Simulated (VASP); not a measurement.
Write the native input for VASP 6.6.1 that does the following.

```yaml
Task: single point
Functional: PBE
Potentials_or_basis: VASP PAW PBE potentials, release 64 (Y_sv, Ta_pv, P)
Cutoff: 520 eV
k_mesh: 6 × 6 × 4
Occupations: gaussian, width 0.1 eV
Spin: no spin polarisation
Dipole_correction: no
Further_INCAR_settings: ALGO = Normal; EDIFF = 1e-06; NBANDS = 24
```

The structure of YTaP2 lies in POSCAR:

```
YTaP2
1.0
    3.5348719400      0.0000000000      0.0000000000
   -1.7674359700      3.0612889000      0.0000000000
    0.0000000000      0.0000000000      6.6610588900
Y Ta P
1 1 2
Direct
    0.0000000000      0.0000000000      0.0000000000
    0.0000000000      0.0000000000      0.5000000000
    0.6666666700      0.3333333300      0.7979580200
    0.3333333300      0.6666666700      0.2020419800
```

These files were run (other wordings do the same):

INCAR

```
PREC = Accurate ; ENCUT = 520
EDIFF = 1E-6 ; ISMEAR = 0
SIGMA = 0.1 ; LREAL = F
LASPH = T ; NELM = 100
ALGO = Normal ; ISIF = 2
LWAVE = F ; LCHARG = F
GGA = PE ; NBANDS = 24
```

KPOINTS

```
regular mesh
0
Gamma
  6 6 4
```

Potentials or basis: VASP PAW PBE potentials, release 64 (Y_sv, Ta_pv, P).

Run with:

```sh
$ cat potpaw_PBE.64/Y_sv/POTCAR potpaw_PBE.64/Ta_pv/POTCAR potpaw_PBE.64/P/POTCAR > POTCAR
$ mpirun -np 1 vasp_std > vasp.out
```

It gave:

| Item | Value |
| --- | --- |
| Pressure | 18.2 GPa |
| Largest force | 7.384 eV/Å |
| Band gap on the k mesh | zero (band 16 reaches 7.12 eV, above the bottom of band 17 at 6.29 eV) |

Caveat: spin-orbit coupling is left out, which moves the levels of the heavy elements; forces of over 1 eV/Å act on the atoms, so gaps and moduli don't describe the material at rest.

It took 41 s on 1 thread of Intel(R) Xeon(R) Platinum 8375C CPU @ 2.90GHz (Ice Lake) (shared host), peak memory 0.22 GiB.
